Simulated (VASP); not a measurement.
# Se (Im-3m) in VASP: single point with PBE

Aim: the single point of Se with PBE.

Everything below comes from runs of VASP 6.6.1. Logs are shortened: lines on timing, memory, paths and dates and some standing lists are left out, and cuts for length are marked.

## Step 1: The cell of the first run

Symmetry: Im-3m, No. 229, cubic system. The conventional cell has a = 2.808 Å, b = 2.808 Å, c = 2.808 Å, α = 90.00°, β = 90.00°, γ = 90.00°. Within 3.2 Å of Se (site symmetry m-3m) lie 14 Se at 2.43 to 2.81 Å.

## Step 2: Single point, PBE

INCAR reads:

```
PREC = Accurate ; ENCUT = 500
EDIFF = 1E-6 ; ISMEAR = -1
SIGMA = 0.05 ; LREAL = False
LASPH = True ; NELM = 120
ALGO = Normal ; ISIF = 2
LWAVE = False ; LCHARG = True
GGA = PE ; LELF = True
LVHAR = True ; NBANDS = 9
GGA_COMPAT = False
```

KPOINTS reads:

```
Automatic mesh
0
Gamma
  10 10 10
```

POSCAR reads:

```
Se
1.0
   -1.4038000000      1.4038000000      1.4038000000
    1.4038000000     -1.4038000000      1.4038000000
    1.4038000000      1.4038000000     -1.4038000000
Se
1
Direct
    0.0000000000      0.0000000000      0.0000000000
```

Potentials or basis: VASP PAW PBE potentials, release 64 (Se).

Started as:

```bash
$ cat potpaw_PBE.64/Se/POTCAR > POTCAR
$ mpirun -np 1 vasp_std > vasp.out
```

OUTCAR:

```text
PREC = Accurate
   ENCUT = 500
   EDIFF = 1E-6
   ISMEAR = -1
   LREAL = False
   LASPH = True
   NELM = 120
   ISIF = 2
   GGA = PE

 ion  position               nearest neighbor table
   1  0.000  0.000  0.000-

  LATTYP: Found a body centered cubic cell.
 ALAT       =     2.8076000000

  Lattice vectors:

 A1 = (  -1.4038000000,   1.4038000000,   1.4038000000)
 A2 = (   1.4038000000,  -1.4038000000,   1.4038000000)
 A3 = (   1.4038000000,   1.4038000000,  -1.4038000000)

Analysis of symmetry for initial positions (statically):
=====================================================================
 Subroutine PRICEL returns:
 Original cell was already a primitive cell.

 Routine SETGRP: Setting up the symmetry group for a
 body centered cubic supercell.

 Subroutine GETGRP returns: Found 48 space group operations
 (whereof 48 operations were pure point group operations)
 out of a pool of 48 trial point group operations.

The static configuration has the point symmetry O_h .

Analysis of symmetry for dynamics (positions and initial velocities):
=====================================================================
 Subroutine PRICEL returns:
 Original cell was already a primitive cell.

 Routine SETGRP: Setting up the symmetry group for a
 body centered cubic supercell.

 Subroutine GETGRP returns: Found 48 space group operations
 (whereof 48 operations were pure point group operations)
 out of a pool of 48 trial point group operations.

The dynamic configuration has the point symmetry O_h .

 Subroutine INISYM returns: Found 48 space group operations
 (whereof 48 operations are pure point group operations),
 and found     1 'primitive' translations

----------------------------------------------------------------------------------------

                                     Primitive cell

  volume of cell :      11.0656

  direct lattice vectors                    reciprocal lattice vectors
    -1.403800000  1.403800000  1.403800000     0.000000000  0.356176093  0.356176093
     1.403800000 -1.403800000  1.403800000     0.356176093  0.000000000  0.356176093
     1.403800000  1.403800000 -1.403800000     0.356176093  0.356176093  0.000000000

  length of vectors
     2.431452924  2.431452924  2.431452924     0.503709062  0.503709062  0.503709062

  position of ions in fractional coordinates (direct lattice)
     0.000000000  0.000000000  0.000000000

  ion indices of the primitive-cell ions
   primitive index   ion index
                 1           1

----------------------------------------------------------------------------------------

 KPOINTS: Automatic mesh

Automatic generation of k-mesh.
 Grid dimensions read from file:
 generate k-points for:   10   10   10

 Generating k-lattice:

  Cartesian coordinates                     Fractional coordinates (reciprocal lattice)
     0.000000000  0.035617609  0.035617609     0.100000000  0.000000000  0.000000000
     0.035617609  0.000000000  0.035617609     0.000000000  0.100000000  0.000000000
     0.035617609  0.035617609  0.000000000     0.000000000  0.000000000  0.100000000

  Length of vectors
     0.050370906  0.050370906  0.050370906

  Shift w.r.t. Gamma in fractional coordinates (k-lattice)
     0.000000000  0.000000000  0.000000000

 Subroutine IBZKPT returns following result:
 ===========================================

 Found     47 irreducible k-points:

 Following reciprocal coordinates:
            Coordinates               Weight
  0.000000  0.000000  0.000000      1.000000
  0.100000  0.000000  0.000000     12.000000
  0.200000  0.000000  0.000000     12.000000
  0.300000  0.000000  0.000000     12.000000
  0.400000  0.000000  0.000000     12.000000
  0.500000  0.000000  0.000000      6.000000
[... 16 lines left out ...]
  0.300000  0.300000  0.100000      8.000000
 -0.300000  0.300000  0.100000     24.000000
 [... further k-points ...]
   k-points           NKPTS =     47   k-points in BZ     NKDIM =     47   number of bands    NBANDS=      9
   number of dos      NEDOS =    301   number of ions     NIONS =      1
   total plane-waves  NPLWV =   5832
   dimension x,y,z NGX =    18 NGY =   18 NGZ =   18
   dimension x,y,z NGXF=    36 NGYF=   36 NGZF=   36
   ions per type =               1
   NGX,Y,Z   is equivalent  to a cutoff of  12.31, 12.31, 12.31 a.u.
   NGXF,Y,Z  is equivalent  to a cutoff of  24.61, 24.61, 24.61 a.u.
 SYSTEM =  unknown system
   PREC   = accura    normal or accurate (medium, high low for compatibility)
   ISTART =      0    job   : 0-new  1-cont  2-samecut
   ICHARG =      2    charge: 1-file 2-atom 10-const
   ISPIN  =      1    spin polarized calculation?
   LNONCOLLINEAR =      F non collinear calculations
   LSORBIT =      F    spin-orbit coupling
   LASPH  =      T    aspherical Exc in radial PAW
   ENCUT  =  500.0 eV  36.75 Ry    6.06 a.u.   4.43  4.43  4.43*2*pi/ulx,y,z
   NELM   =    120;   NELMIN=  2; NELMDL= -5     # of ELM steps
   EDIFF  = 0.1E-05   stopping-criterion for ELM
   LREAL  =      F    real-space projection
   EDIFFG = 0.1E-04   stopping-criterion for IOM
   NSW    =      0    number of steps for IOM
   IBRION =     -1    ionic relax: 0-MD 1-quasi-New 2-CG
   NFREE  =      0    steps in history (QN), initial steepest desc. (CG)
   ISIF   =      2    stress and relaxation
   ISYM   =      2    0-nonsym 1-usesym 2-fastsym
   POTIM  = 0.5000    time-step for ionic-motion
   TEBEG  =    0.0;   TEEND  =   0.0 temperature during run
   PSTRESS=    0.0 pullay stress
   NELECT =       6.0000    total number of electrons
   NUPDOWN=      -1.0000    fix difference up-down
   EMIN   =  10.00;   EMAX   =-10.00  energy-range for DOS
   EFERMI =   0.00;   METHOD = LEGACY
   ISMEAR =    -1;   SIGMA  =   0.05  broadening in eV -4-tet -1-fermi 0-gaus
   EFERMI_NEDOS =   21; number of points for ismear=-14 and -15
   IALGO  =     38    algorithm
   IMIX   =      4    mixing-type and parameters
     AMIX     =   0.40;   BMIX     =  1.00
     AMIX_MAG =   1.60;   BMIX_MAG =  1.00
  volume/ion in A,a.u.               =      11.07        74.67
  Fermi-wavevector in a.u.,A,eV,Ry     =   1.334955  2.522699 24.247014  1.782105
  Thomas-Fermi vector in A             =   2.463697
   LORBIT       =      0    0 simple, 1 ext, 2 COOP (PROOUT), +10 PAW based schemes
   GGA     = PE    functional components
   LHFCALC =     F    Hartree Fock is set to
   AEXX    =    0.0000 exact exchange contribution
   IVDW    =     0    specifies the selected vdW correction
   LEPSILON=     F    determine dielectric tensor
   LRPA    =     F    only Hartree local field effects (RPA)
 non-spin polarized calculation
  energy-cutoff  :      500.00
  volume of cell :       11.07
 maximum number of plane-waves:       321
 NGX is ok and might be reduce to    18
   NGX =  9   NGY =  9   NGZ =  9

 number of electron       6.0000001 magnetization

 Free energy of the ion-electron system (eV)
  ---------------------------------------------------
  ext. energy  EPLUGINS =         0.00000000
  ---------------------------------------------------
  free energy    TOTEN  =        -0.04582782 eV

  energy without entropy =       -0.04219441  energy(sigma->0) =       -0.04401112

 E-fermi :  15.5364     XC(G=0): -13.5707

 val. band max:       15.3909523679   @ k =   0.5000   0.5000   0.2000
 cond. band min:      15.6011242463   @ k =  -0.4000   0.4000   0.2000
 fundamental gap:      0.2101718784
 Fermi energy:        15.5364065051

 k-point     1 :       0.0000    0.0000    0.0000
  band No.  band energies     occupation
      1      -8.6630      2.00000
      2      22.9992      0.00000
      3      22.9992      0.00000
      4      22.9992      0.00000
      5      29.4067      0.00000
      6      29.4067      0.00000
      7      29.4067      0.00000
      8      33.2307      0.00000
      9      33.2307      0.00000

 k-point     2 :       0.1000    0.0000    0.0000
  band No.  band energies     occupation
      1      -8.2837      2.00000
      2      20.2694      0.00000
      3      21.5638      0.00000
      4      22.6081      0.00000
      5      27.7846      0.00000
      6      28.3636      0.00000
      7      31.4684      0.00000
      8      31.6991      0.00000
      9      31.7379      0.00000

 k-point     3 :       0.2000    0.0000    0.0000
  band No.  band energies     occupation
      1      -7.1470      2.00000
      2      15.1370      1.99932
      3      19.3009      0.00000
      4      21.6090      0.00000
      5      25.6178      0.00000
      6      26.2461      0.00000
      7      31.6728      0.00000
      8      32.9896      0.00000
      9      35.6149      0.00000

 k-point     4 :       0.3000    0.0000    0.0000
  band No.  band energies     occupation
      1      -5.2612      2.00000
      2       9.9179      2.00000
      3      17.4560      0.00000
      4      20.4930      0.00000
      5      23.9769      0.00000
      6      24.6992      0.00000
      7      32.9608      0.00000
      8      34.8321      0.00000
      9      40.6146      0.00000

 k-point     5 :       0.4000    0.0000    0.0000
  band No.  band energies     occupation
      1      -2.6712      2.00000
      2       5.2246      2.00000
      3      16.2935      0.00000
      4      19.6898      0.00000
      5      22.9788      0.00000
      6      23.7768      0.00000
      7      35.2168      0.00000
      8      37.1934      0.00000
      9      42.2807      0.00000

 k-point     6 :       0.5000    0.0000    0.0000
  band No.  band energies     occupation
      1      -0.2305      2.00000
      2       2.0701      2.00000
      3      15.8984      0.00143
      4      19.4037      0.00000
      5      22.6449      0.00000
      6      23.4705      0.00000
      7      37.5029      0.00000
      8      39.4091      0.00000
      9      39.7788      0.00000
[... 169 lines left out ...]
 k-point    21 :       0.3000    0.2000    0.1000
  band No.  band energies     occupation
      1       0.4143      2.00000
      2       4.8951      2.00000
      3       8.8674      2.00000
      4      12.7856      2.00000
      5      31.0778      0.00000
      6      33.4666      0.00000
      7      36.9388      0.00000
      8      38.9919      0.00000
      9      41.9609      0.00000

 k-point    22 :      -0.2000    0.2000    0.1000
  band No.  band energies     occupation
      1      -6.7688      2.00000
      2      15.3580      1.94509
      3      17.8629      0.00000
      4      19.7298      0.00000
      5      25.2435      0.00000
      6      27.7153      0.00000
      7      29.6671      0.00000
      8      34.0916      0.00000
      9      36.7488      0.00000

 k-point    23 :       0.3000    0.3000    0.1000
  band No.  band energies     occupation
      1       2.0185      2.00000
      2       5.5860      2.00000
      3       5.5860      2.00000
      4      12.3524      2.00000
      5      32.4987      0.00000
      6      35.6873      0.00000
      7      35.6873      0.00000
      8      40.9513      0.00000
      9      40.9513      0.00000

 k-point    24 :      -0.3000    0.3000    0.1000
  band No.  band energies     occupation
      1      -4.8853      2.00000
      2      10.2357      2.00000
      3      16.0389      0.00009
      4      18.7997      0.00000
      5      25.1276      0.00000
      6      26.0587      0.00000
      7      29.3980      0.00000
      8      39.1710      0.00000
      9      39.2578      0.00000

 [... further k-points ...]
[... 5 lines left out ...]
  --------------------------------------------------------------------------------------
  -------------------------------------------------------------------------------------
  Total       11.8279563     11.8279563     11.8279563     -0.0000000     -0.0000000     -0.0000000
  in kB     1712.5552433   1712.5552433   1712.5552433     -0.0000000     -0.0000000     -0.0000000
  external PRESSURE =    1712.5552433 kB  Pullay stress =       0.0000000 kB

 VOLUME and BASIS-vectors are now :
 -----------------------------------------------------------------------------
  energy-cutoff  :      500.00
  volume of cell :       11.07
      direct lattice vectors                 reciprocal lattice vectors
    -1.403800000  1.403800000  1.403800000     0.000000000  0.356176093  0.356176093
     1.403800000 -1.403800000  1.403800000     0.356176093  0.000000000  0.356176093
     1.403800000  1.403800000 -1.403800000     0.356176093  0.356176093  0.000000000

 POSITION                                       TOTAL-FORCE (eV/Angst)
 -----------------------------------------------------------------------------------
      0.00000      0.00000      0.00000         0.000000      0.000000     -0.000000
 -----------------------------------------------------------------------------------
    total drift:                                0.000000     -0.000000      0.000000

  FREE ENERGIE OF THE ION-ELECTRON SYSTEM (eV)
  ---------------------------------------------------
  free  energy   TOTEN  =        -0.0458278164 eV

  energy  without entropy=       -0.0421944145  energy(sigma->0) =       -0.04401112
```

It used 5.8 s of CPU time on 1 thread of Intel(R) Xeon(R) Platinum 8488C (Sapphire Rapids), on a shared host.

Results:

```yaml
Free_energy: -0.0458 eV
Pressure: 171.3 GPa
Band_gap_on_the_k_mesh: zero (band 3 reaches 23.00 eV, above the bottom of band 4 at 8.93 eV)
```

Levels at points of the mesh, in eV from the Fermi level:
| k point | band 1 | band 2 | band 3 | band 4 | band 5 | band 6 |
| --- | --- | --- | --- | --- | --- | --- |
| (0.00, 0.00, 0.00) | -24.20 | 7.46 | 7.46 | 7.46 | 13.87 | 13.87 |
| (0.50, 0.00, 0.00) | -15.77 | -13.47 | 0.36 | 3.87 | 7.11 | 7.93 |
| (0.50, 0.50, 0.50) | -7.98 | -6.60 | -6.60 | -6.60 | 0.08 | 0.08 |
